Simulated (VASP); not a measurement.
The system is In3As.

```
In As
1.0
     3.03286    0.00000    0.00000
     0.00000    3.03286    0.00000
     0.00000    0.00000   11.37624
In As
3 1
Direct
  0.50000 0.50000 0.24240
  0.50000 0.50000 0.75760
  0.00000 0.00000 0.00000
  0.50000 0.50000 0.50000
```

| Property | Result |
| --- | --- |
| Program | VASP 6.6.1 |
| Task | relaxation of cell and atoms |
| Functional | PBE |
| Potentials or basis | VASP PAW PBE potentials, release 64 (In_d, As) |
| Cutoff | 600 eV |
| k mesh | 16 × 16 × 4 |
| Occupations | gaussian, width 0.1 eV |
| Spin | no spin polarisation |

At the start: pressure -0.0 GPa; volume 26.16 Å³/atom.

Q: Where does the relaxation end?

A: Over 9 steps the energy falls by 3.0 meV/atom and the volume is 26.22 Å³/atom (+0.2 %); space group P4/mmm (No. 123, to 0.05 Å).

Step by step:
```
step  energy change (eV)  largest force (eV/Å)  pressure (GPa)  volume (Å³)
   1              0.0000                0.1700            0.00       104.64
   2             -0.0073                0.1178            0.02       104.63
   3             -0.0108                0.0617            0.05       104.60
   4             -0.0111                0.0424            0.09       104.59
   5             -0.0111                0.0396            0.11       104.59
   6             -0.0114                0.0326           -0.02       104.94
   7             -0.0114                0.0281           -0.11       105.15
   8             -0.0118                0.0176           -0.09       105.06
   9             -0.0120                0.0067           -0.02       104.87
```

Final structure:
```
CELL_PARAMETERS angstrom
3.05705 0.00000 0.00000
0.00000 3.05705 0.00000
0.00000 0.00000 11.22151
ATOMIC_POSITIONS crystal
In 0.50000 0.50000 0.24582
In 0.50000 0.50000 0.75418
In 0.00000 0.00000 0.00000
As 0.50000 0.50000 0.50000
```
